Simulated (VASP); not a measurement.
# W (Fm-3m) in VASP: further runs

Aim: see how the results for W move with the level of theory and the settings. Levels: r2SCAN, r2SCAN0. Tasks: single point.

All numbers are computed with VASP 6.6.1; they aren't measurements. Logs are shortened: lines on timing, memory, paths and dates and some standing lists are left out, and cuts for length are marked.

**1. The cell of the first run**

The structure is cubic, space group Fm-3m (No. 225). The conventional cell has a = 4.018 Å, b = 4.018 Å, c = 4.018 Å, α = 90.00°, β = 90.00°, γ = 90.00°. W (site symmetry m-3m) has 12 W at 2.84 Å within 3.7 Å.

This isn't the form of W at room conditions, which is bcc.

**2. Single point, r2SCAN**

The input, POSCAR:

```
W
1.0
    0.0000000000      2.0090645736      2.0090645736
    2.0090645736      0.0000000000      2.0090645736
    2.0090645736      2.0090645736      0.0000000000
W
1
Direct
    0.0000000000      0.0000000000      0.0000000000
```

The input, INCAR.step1:

```
PREC = Accurate ; ENCUT = 520
ISMEAR = -1 ; SIGMA = 0.1
LREAL = False ; LASPH = True
NELM = 60 ; NBANDS = 13
GGA = PE ; ALGO = Normal
EDIFF = 1E-4 ; LWAVE = True
LCHARG = False
```

The input, INCAR.step2:

```
PREC = Accurate ; ENCUT = 520
EDIFF = 1E-6 ; ISMEAR = -1
SIGMA = 0.1 ; LREAL = False
LASPH = True ; NELM = 60
ALGO = Normal ; ISIF = 2
LWAVE = False ; LCHARG = False
METAGGA = R2SCAN ; LMIXTAU = True
NBANDS = 13 ; ISTART = 1
```

The input, KPOINTS:

```
regular mesh
0
Gamma
  7 7 7
```

Potentials or basis: VASP PAW PBE potentials, release 64 (W_sv).

On the command line:

```console
cat potpaw_PBE.64/W_sv/POTCAR > POTCAR
cp INCAR.step1 INCAR
mpirun -np 1 vasp_std > vasp.out
cp INCAR.step2 INCAR
mpirun -np 1 vasp_std > vasp.out
```

OUTCAR:

```text
PREC = Accurate
   ENCUT = 520
   EDIFF = 1E-6
   ISMEAR = -1
   LREAL = False
   LASPH = True
   NELM = 60
   ISIF = 2
   METAGGA = R2SCAN
   ISTART = 1

 ion  position               nearest neighbor table
   1  0.000  0.000  0.000-

  LATTYP: Found a face centered cubic cell.
 ALAT       =     4.0181291472

  Lattice vectors:

 A1 = (   0.0000000000,   2.0090645736,   2.0090645736)
 A2 = (   2.0090645736,   0.0000000000,   2.0090645736)
 A3 = (   2.0090645736,   2.0090645736,   0.0000000000)

Analysis of symmetry for initial positions (statically):
=====================================================================
 Subroutine PRICEL returns:
 Original cell was already a primitive cell.

 Routine SETGRP: Setting up the symmetry group for a
 face centered cubic supercell.

 Subroutine GETGRP returns: Found 48 space group operations
 (whereof 48 operations were pure point group operations)
 out of a pool of 48 trial point group operations.

The static configuration has the point symmetry O_h .

Analysis of symmetry for dynamics (positions and initial velocities):
=====================================================================
 Subroutine PRICEL returns:
 Original cell was already a primitive cell.

 Routine SETGRP: Setting up the symmetry group for a
 face centered cubic supercell.

 Subroutine GETGRP returns: Found 48 space group operations
 (whereof 48 operations were pure point group operations)
 out of a pool of 48 trial point group operations.

The dynamic configuration has the point symmetry O_h .

 Subroutine INISYM returns: Found 48 space group operations
 (whereof 48 operations are pure point group operations),
 and found     1 'primitive' translations

----------------------------------------------------------------------------------------

                                     Primitive cell

  volume of cell :      16.2185

  direct lattice vectors                    reciprocal lattice vectors
     0.000000000  2.009064574  2.009064574    -0.248872041  0.248872041  0.248872041
     2.009064574  0.000000000  2.009064574     0.248872041 -0.248872041  0.248872041
     2.009064574  2.009064574  0.000000000     0.248872041  0.248872041 -0.248872041

  length of vectors
     2.841246368  2.841246368  2.841246368     0.431059019  0.431059019  0.431059019

  position of ions in fractional coordinates (direct lattice)
     0.000000000  0.000000000  0.000000000

  ion indices of the primitive-cell ions
   primitive index   ion index
                 1           1

----------------------------------------------------------------------------------------

 KPOINTS: regular mesh

Automatic generation of k-mesh.
 Grid dimensions read from file:
 generate k-points for:    7    7    7

 Generating k-lattice:

  Cartesian coordinates                     Fractional coordinates (reciprocal lattice)
    -0.035553149  0.035553149  0.035553149     0.142857143  0.000000000  0.000000000
     0.035553149 -0.035553149  0.035553149     0.000000000  0.142857143  0.000000000
     0.035553149  0.035553149 -0.035553149     0.000000000  0.000000000  0.142857143

  Length of vectors
     0.061579860  0.061579860  0.061579860

  Shift w.r.t. Gamma in fractional coordinates (k-lattice)
     0.000000000  0.000000000  0.000000000

 Subroutine IBZKPT returns following result:
 ===========================================

 Found     20 irreducible k-points:

 Following reciprocal coordinates:
            Coordinates               Weight
  0.000000  0.000000  0.000000      1.000000
  0.142857  0.000000  0.000000      8.000000
  0.285714  0.000000  0.000000      8.000000
  0.428571  0.000000  0.000000      8.000000
  0.142857  0.142857  0.000000      6.000000
  0.285714  0.142857  0.000000     24.000000
[... 12 lines left out ...]
 -0.428571  0.428571  0.142857     24.000000
 -0.285714  0.428571  0.142857     24.000000
   k-points           NKPTS =     20   k-points in BZ     NKDIM =     20   number of bands    NBANDS=     13
   number of dos      NEDOS =    301   number of ions     NIONS =      1
   total plane-waves  NPLWV =  13824
   dimension x,y,z NGX =    24 NGY =   24 NGZ =   24
   dimension x,y,z NGXF=    48 NGYF=   48 NGZF=   48
   ions per type =               1
   NGX,Y,Z   is equivalent  to a cutoff of  14.04, 14.04, 14.04 a.u.
   NGXF,Y,Z  is equivalent  to a cutoff of  28.09, 28.09, 28.09 a.u.
 SYSTEM =  unknown system
   PREC   = accura    normal or accurate (medium, high low for compatibility)
   ISTART =      1    job   : 0-new  1-cont  2-samecut
   ICHARG =      0    charge: 1-file 2-atom 10-const
   ISPIN  =      1    spin polarized calculation?
   LNONCOLLINEAR =      F non collinear calculations
   LSORBIT =      F    spin-orbit coupling
   LASPH  =      T    aspherical Exc in radial PAW
   ENCUT  =  520.0 eV  38.22 Ry    6.18 a.u.   5.28  5.28  5.28*2*pi/ulx,y,z
   NELM   =     60;   NELMIN=  2; NELMDL=  0     # of ELM steps
   EDIFF  = 0.1E-05   stopping-criterion for ELM
   LREAL  =      F    real-space projection
   EDIFFG = 0.1E-04   stopping-criterion for IOM
   NSW    =      0    number of steps for IOM
   IBRION =     -1    ionic relax: 0-MD 1-quasi-New 2-CG
   NFREE  =      0    steps in history (QN), initial steepest desc. (CG)
   ISIF   =      2    stress and relaxation
   ISYM   =      2    0-nonsym 1-usesym 2-fastsym
   POTIM  = 0.5000    time-step for ionic-motion
   TEBEG  =    0.0;   TEEND  =   0.0 temperature during run
   PSTRESS=    0.0 pullay stress
   NELECT =      14.0000    total number of electrons
   NUPDOWN=      -1.0000    fix difference up-down
   EMIN   =  10.00;   EMAX   =-10.00  energy-range for DOS
   EFERMI =   0.00;   METHOD = LEGACY
   ISMEAR =    -1;   SIGMA  =   0.10  broadening in eV -4-tet -1-fermi 0-gaus
   EFERMI_NEDOS =   21; number of points for ismear=-14 and -15
   IALGO  =     38    algorithm
   IMIX   =      4    mixing-type and parameters
     AMIX     =   0.40;   BMIX     =  1.00
     AMIX_MAG =   1.60;   BMIX_MAG =  1.00
  volume/ion in A,a.u.               =      16.22       109.45
  Fermi-wavevector in a.u.,A,eV,Ry     =   1.558764  2.945636 33.058678  2.429744
  Thomas-Fermi vector in A             =   2.662221
   LORBIT       =      0    0 simple, 1 ext, 2 COOP (PROOUT), +10 PAW based schemes
   METAGGA = R2SCAN    functional components
   LHFCALC =     F    Hartree Fock is set to
   AEXX    =    0.0000 exact exchange contribution
   IVDW    =     0    specifies the selected vdW correction
   LEPSILON=     F    determine dielectric tensor
   LRPA    =     F    only Hartree local field effects (RPA)
 non-spin polarized calculation
  energy-cutoff  :      520.00
  volume of cell :       16.22
 maximum number of plane-waves:       452
 NGX is ok and might be reduce to    24
   NGX = 11   NGY = 11   NGZ = 11

 number of electron      14.0000001 magnetization

 Free energy of the ion-electron system (eV)
  ---------------------------------------------------
  ext. energy  EPLUGINS =         0.00000000
  ---------------------------------------------------
  free energy    TOTEN  =       -50.79436363 eV

  energy without entropy =      -50.75084342  energy(sigma->0) =      -50.77260352

 E-fermi :  10.4394     XC(G=0): -14.8099

 val. band max:       10.4275633891   @ k =  -0.4286   0.1429   0.0000
 cond. band min:      10.4771830702   @ k =   0.4286   0.0000   0.0000
 fundamental gap:      0.0496196811
 Fermi energy:        10.4393843497

 k-point     1 :       0.0000    0.0000    0.0000
  band No.  band energies     occupation
      1     -65.1192      2.00000
      2     -28.0343      2.00000
      3     -28.0343      2.00000
      4     -28.0343      2.00000
      5       0.9593      2.00000
      6       9.8920      1.99165
      7       9.8920      1.99165
      8       9.8920      1.99165
      9      13.3296      0.00000
     10      13.3296      0.00000
     11      23.8841      0.00000
     12      29.6125      0.00000
     13      29.6125      0.00000

 k-point     2 :       0.1429    0.0000    0.0000
  band No.  band energies     occupation
      1     -65.0956      2.00000
      2     -28.2878      2.00000
      3     -28.0665      2.00000
      4     -28.0665      2.00000
      5       1.8628      2.00000
      6       9.2643      1.99998
      7      10.2582      1.71911
      8      10.2582      1.71911
      9      13.0503      0.00000
     10      13.0503      0.00000
     11      25.4671      0.00000
     12      27.0427      0.00000
     13      31.3038      0.00000

 k-point     3 :       0.2857    0.0000    0.0000
  band No.  band energies     occupation
      1     -65.0422      2.00000
      2     -28.8314      2.00000
      3     -28.1379      2.00000
      4     -28.1379      2.00000
      5       3.7496      2.00000
      6       8.8420      2.00000
      7      10.2952      1.61750
      8      10.2952      1.61749
      9      13.7332      0.00000
     10      13.7332      0.00000
     11      23.6301      0.00000
     12      27.9918      0.00000
     13      34.6620      0.00000
[... 241 lines left out ...]
 k-point    19 :      -0.4286    0.4286    0.1429
  band No.  band energies     occupation
      1     -64.9578      2.00000
      2     -29.0730      2.00000
      3     -28.6091      2.00000
      4     -28.4638      2.00000
      5       5.7920      2.00000
      6       6.6487      2.00000
      7      10.0782      1.94741
      8      13.6847      0.00000
      9      15.7857      0.00000
     10      18.6359      0.00000
     11      22.3411      0.00000
     12      23.7969      0.00000
     13      27.0628      0.00000

 k-point    20 :      -0.2857    0.4286    0.1429
  band No.  band energies     occupation
      1     -64.9541      2.00000
      2     -28.9167      2.00000
      3     -28.8408      2.00000
      4     -28.4435      2.00000
      5       6.5603      2.00000
      6       7.5194      2.00000
      7       8.9918      2.00000
      8      12.3108      0.00000
      9      15.8207      0.00000
     10      19.5521      0.00000
     11      22.1063      0.00000
     12      23.8000      0.00000
     13      27.1308      0.00000

------------------------ aborting loop because EDIFF is reached ----------------------------------------

  FORCE on cell =-STRESS in cart. coord.  units (eV):
  Direction    XX          YY          ZZ          XY          YZ          ZX
  --------------------------------------------------------------------------------------
  -------------------------------------------------------------------------------------
  Total        0.2880627      0.2880627      0.2880627     -0.0000000     -0.0000000      0.0000000
  in kB       28.4567925     28.4567925     28.4567925     -0.0000000     -0.0000000      0.0000000
  external PRESSURE =      28.4567925 kB  Pullay stress =       0.0000000 kB

 VOLUME and BASIS-vectors are now :
 -----------------------------------------------------------------------------
  energy-cutoff  :      520.00
  volume of cell :       16.22
      direct lattice vectors                 reciprocal lattice vectors
     0.000000000  2.009064574  2.009064574    -0.248872041  0.248872041  0.248872041
     2.009064574  0.000000000  2.009064574     0.248872041 -0.248872041  0.248872041
     2.009064574  2.009064574  0.000000000     0.248872041  0.248872041 -0.248872041

 POSITION                                       TOTAL-FORCE (eV/Angst)
 -----------------------------------------------------------------------------------
      0.00000      0.00000      0.00000         0.000000      0.000000     -0.000000
 -----------------------------------------------------------------------------------
    total drift:                               -0.000000      0.000000      0.000000

  FREE ENERGIE OF THE ION-ELECTRON SYSTEM (eV)
  ---------------------------------------------------
  free  energy   TOTEN  =       -50.7943636276 eV

  energy  without entropy=      -50.7508434199  energy(sigma->0) =      -50.77260352
```

Wall time 31 s (1 thread of AMD EPYC 7R43 (Zen 3), shared host); peak memory 0.1 GiB.

Results:

| Item | Value |
| --- | --- |
| Free energy | -50.7944 eV |
| Pressure | 2.8 GPa |
| Band gap on the k mesh | zero (bands 7 and 8 overlap by 2.81 eV) |

Caveat: the k points lie up to 0.39 Å⁻¹ apart, too coarse for converged energies and pressures of a metal; the PAW data sets were made with another functional, which shifts forces and pressure a little; spin-orbit coupling is left out, which moves the levels of the heavy elements.

**3. Single point, r2SCAN0**

POSCAR is that of step 2.

The input, INCAR.step1:

```
ALGO = Normal
EDIFF = 1E-5
ENCUT = 520
GGA = PE
ISIF = 2
ISMEAR = -1
LASPH = T
LREAL = F
LWAVE = T
NBANDS = 13
NELM = 60
PREC = Accurate
SIGMA = 0.1
```

The input, INCAR.step2:

```
AEXX = 0.25
ALGO = Normal
EDIFF = 1E-6
ENCUT = 520
ISIF = 2
ISMEAR = -1
ISTART = 1
LASPH = T
LCHARG = T
LELF = T
LHFCALC = T
LMIXTAU = T
LREAL = F
LVHAR = T
LWAVE = F
METAGGA = R2SCAN
NBANDS = 13
NELM = 60
PREC = Accurate
PRECFOCK = Normal
SIGMA = 0.1
```

The input, KPOINTS:

```
k-points
0
Gamma
  7 7 7
```

Potentials or basis: VASP PAW PBE potentials, release 64 (W_sv).

On the command line:

```console
cat potpaw_PBE.64/W_sv/POTCAR > POTCAR
cp INCAR.step1 INCAR
mpirun -np 1 vasp_std > vasp.out
cp INCAR.step2 INCAR
mpirun -np 1 vasp_std > vasp.out
```

Run time: 31 min. Hardware: 1 thread of AMD EPYC 7R43 (Zen 3), shared host; peak memory 0.12 GiB.

Results (log left out):

| Property | Result |
| --- | --- |
| Free energy | -44.7736 eV |
| Pressure | -2.4 GPa |
| Band gap on the k mesh | zero (bands 7 and 8 overlap by 3.49 eV) |

Levels at points of the mesh, in eV from the Fermi level:
| k point | band 5 | band 6 | band 7 | band 8 | band 9 | band 10 |
| --- | --- | --- | --- | --- | --- | --- |
| (0.00, 0.00, 0.00) | -11.01 | -0.97 | -0.97 | -0.97 | 3.95 | 3.95 |

Caveat: the k points lie up to 0.39 Å⁻¹ apart, too coarse for converged energies and pressures of a metal; the PAW data sets were made with another functional, which shifts forces and pressure a little; spin-orbit coupling is left out, which moves the levels of the heavy elements.

The gap in the log of VASP goes by the Fermi energy; the results here count the filled bands.